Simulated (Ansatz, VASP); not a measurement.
One calculation of NbC4, two programs

```
Nb C
1.0
     3.13211    0.00000    0.00000
    -1.56606    2.71249    0.00000
     0.00000    0.00000    8.05504
Nb C
1 4
Direct
  0.00000 0.00000 0.50000
  0.00000 0.00000 0.08078
  0.00000 0.00000 0.91922
  0.00000 0.00000 0.23997
  0.00000 0.00000 0.76003
```

Alike in both runs: functional PBE; k mesh 6 × 6 × 4; occupations gaussian, width 0.1 eV; no spin polarisation.

Ansatz relaxed the structure, and its values are those at the end. VASP's run is a single point on that final structure, the one shown.

|  | VASP | Ansatz |
| --- | --- | --- |
| version | VASP 6.6.1 | Ansatz 0.2.0 |
| potentials or method | VASP PAW PBE potentials, release 64 (Nb_sv, C), cutoff 520 eV | scalar-relativistic, plane waves, PAW |
| valence electrons in the cell | 29 | 29 |

```tsv
	VASP	Ansatz	Ansatz less VASP
gap on the k mesh at the Fermi level (eV)	none	none	-
pressure (GPa)	-0.1	0.0	+0.10
rms of the force components (eV/Å)	0.026	0.000	-0.0259
```

A gap of «none» marks a metal or a gap that the smearing closes. The functional is the same, so the differences come from potentials, cutoffs and numerics.

The k mesh is coarse, so the values compare programs but aren't converged.
